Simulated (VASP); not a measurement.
Set up this calculation in VASP 6.6.1, as the native input.

```
Task                   : single point
Functional             : PBE
Potentials or basis    : VASP PAW PBE potentials, release 64 (Hg)
Cutoff                 : 520 eV
k mesh                 : 6 × 6 × 6
Occupations            : fermi-dirac, width 0.05 eV
Spin                   : no spin polarisation
Dipole correction      : no
Further INCAR settings : ALGO = Fast; EDIFF = 1e-06; NBANDS = 32
```

The structure of Hg lies in POSCAR:

```
Hg
1.0
   -3.2271430000      3.2271430000      3.3446970000
    3.2271430000     -3.2271430000      3.3446970000
    3.2271430000      3.2271430000     -3.3446970000
Hg
4
Direct
    0.0794720000      0.1287430000      0.4545850000
    0.6832780000      0.6327450000      0.5560680000
    0.3737270000      0.9190020000      0.0461130000
    0.8611730000      0.3280330000      0.9520370000
```

This cell differs from its parent crystal: atoms moved at random.

The input as run:

INCAR

```
PREC     = Accurate       # precision mode
ENCUT    = 520            # plane-wave cutoff, eV
EDIFF    = 1E-6           # SCF threshold, eV
ISMEAR   = -1             # smearing method
SIGMA    = 0.05           # smearing width, eV
LREAL    = F              # projectors in reciprocal space
LASPH    = T              # aspherical terms in the spheres
NELM     = 100            # most SCF steps
ALGO     = Fast           # electronic algorithm
ISIF     = 2              # what is computed and relaxed
LWAVE    = F              # write WAVECAR
LCHARG   = F              # write CHGCAR
GGA      = PE             # functional
NBANDS   = 32             # bands
```

KPOINTS

```
regular mesh
0
Gamma
  6 6 6
```

Potentials or basis: VASP PAW PBE potentials, release 64 (Hg).

The run is started by

```bash
$ cat potpaw_PBE.64/Hg/POTCAR > POTCAR
$ mpirun -np 1 vasp_std > vasp.out
```

Results of the run:

```
Pressure               : 0.0 GPa
Largest force          : 0.032 eV/Å
Band gap on the k mesh : zero (filled and empty bands touch)
```

Caveat: the cell differs from its parent crystal (atoms moved at random); spin-orbit coupling is left out, which moves the levels of the heavy elements.

It took 11 min on 1 thread of AMD EPYC 7R13, on a shared host, peak memory 0.47 GiB.
